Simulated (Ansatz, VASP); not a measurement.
MgO in VASP and in Ansatz

```
Mg O
1.0
     0.00000    2.12722    2.12722
     2.12722    0.00000    2.12722
     2.12722    2.12722    0.00000
Mg O
1 1
Direct
  0.00000 0.00000 0.00000
  0.50000 0.50000 0.50000
```

Alike in both runs: functional PBE; k mesh 10 × 10 × 10; occupations gaussian, width 0.02 eV; no spin polarisation.

Ansatz relaxed the structure, and its values are those at the end. VASP's run is a single point on that final structure, the one shown.

|  | VASP | Ansatz |
| --- | --- | --- |
| version | VASP 6.6.1 | Ansatz 0.2.0 |
| potentials or method | VASP PAW PBE potentials, release 64 (Mg, O), cutoff 600 eV | scalar-relativistic, plane waves, PAW |
| valence electrons in the cell | 8 | 16 |

```tsv
	VASP	Ansatz	Ansatz less VASP
gap on the k mesh at the Fermi level (eV)	4.44	4.46	+0.019
least direct gap on the mesh (eV)	4.44	4.46	+0.019
pressure (GPa)	-1.1	0.0	+1.10
```

VASP's potentials hold 8 valence electrons a cell and Ansatz's 16, so a difference there can come from the potentials and not from the codes.
